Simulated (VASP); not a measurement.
Here is a VASP 6.6.1 calculation.

File INCAR:

```
SYSTEM = FeNi3
  PREC = Accurate
  ENCUT = 600
  EDIFF = 1E-7
  ISMEAR = -1
  SIGMA = 0.1
  LREAL = .False.
  LASPH = .True.
  NELM = 150
  ALGO = Normal
  ISIF = 3
  LWAVE = .False.
  LCHARG = .False.
  ISPIN = 2
  MAGMOM = 3.5 1.5 1.5 1.5
  LORBIT = 11
  LMAXMIX = 4
  GGA = PS
  IBRION = 2
  NSW = 80
  EDIFFG = -0.01
```

Contents of KPOINTS:

```
Automatic mesh
0
Gamma
  6 6 6
  0 0 0
```

Contents of POSCAR:

```
FeNi3
1.0
    3.5450000000      0.0000000000      0.0000000000
    0.0000000000      3.5450000000      0.0000000000
    0.0000000000      0.0000000000      3.5450000000
Fe Ni
1 3
Direct
    0.0000000000      0.0000000000      0.0000000000
    0.0000000000      0.5000000000      0.5000000000
    0.5000000000      0.0000000000      0.5000000000
    0.5000000000      0.5000000000      0.0000000000
```

Potentials or basis: VASP PAW PBE potentials, release 64 (Fe, Ni).

The run is started by

```console
$ cat potpaw_PBE.64/Fe/POTCAR potpaw_PBE.64/Ni/POTCAR > POTCAR
$ mpirun -np 1 vasp_std > vasp.out
```

(1) Predict the space group after relaxing (to 0.1 Å).

(2) Estimate the relaxed volume.

(3) Predict the net moment.

## Answers

(1) Pm-3m (No. 221).

(2) 10.63 Å³/atom.

(3) 4.82 μB per cell.

Caveat: the PAW data sets were made with another functional, which shifts forces and pressure a little.
